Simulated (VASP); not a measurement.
Here is a VASP 6.6.1 calculation.

Contents of INCAR:

```
ALGO     = Normal         # electronic algorithm
EDIFF    = 1E-6           # SCF threshold, eV
ENCUT    = 520            # plane-wave cutoff, eV
GGA      = PE             # functional
ISIF     = 2              # what is computed and relaxed
ISMEAR   = 0              # smearing method
LASPH    = True           # aspherical terms in the spheres
LCHARG   = True           # write CHGCAR
LELF     = True           # ELF
LREAL    = False          # projectors in reciprocal space
LVHAR    = True         
LWAVE    = False          # write WAVECAR
NBANDS   = 26             # bands
NELM     = 80             # most SCF steps
PREC     = Accurate       # precision mode
SIGMA    = 0.03           # smearing width, eV
```

The input KPOINTS:

```
k-points
0
Gamma
  10 10 6
```

File POSCAR:

```
Si
1.0
    6.7232070573     -1.8657693678     -0.0914173985
    6.7232070573      1.8657693678     -0.0914173985
   -0.8088176746      0.0000000000      6.7619220352
Si
8
Direct
    0.0040099648      0.1073143682      0.8741221558
    0.8926856318      0.9959900352      0.1258778442
    0.5020059406      0.6164546308      0.6536328742
    0.3835453692      0.4979940594      0.3463671258
    0.3572994030      0.0684877152      0.0570686657
    0.9315122848      0.6427005970      0.9429313343
    0.6914964726      0.7625550666      0.5855965457
    0.2374449334      0.3085035274      0.4144034543
```

Potentials or basis: VASP PAW PBE potentials, release 64 (Si).

Run with:

```sh
$ cat potpaw_PBE.64/Si/POTCAR > POTCAR
$ mpirun -np 1 vasp_std > vasp.out
```

(1) Estimate the largest force.

(2) What does it give for the pressure?

(3) Predict the band gap on the k mesh.

Answers

(1) 1.365 eV/Å.

(2) -1.6 GPa.

(3) 0.07 eV (least direct gap 0.79 eV).

Caveat: the cell differs from its parent crystal (atoms displaced along a vibrational mode, the cell strained); forces of over 1 eV/Å act on the atoms, so gaps and moduli don't describe the material at rest.
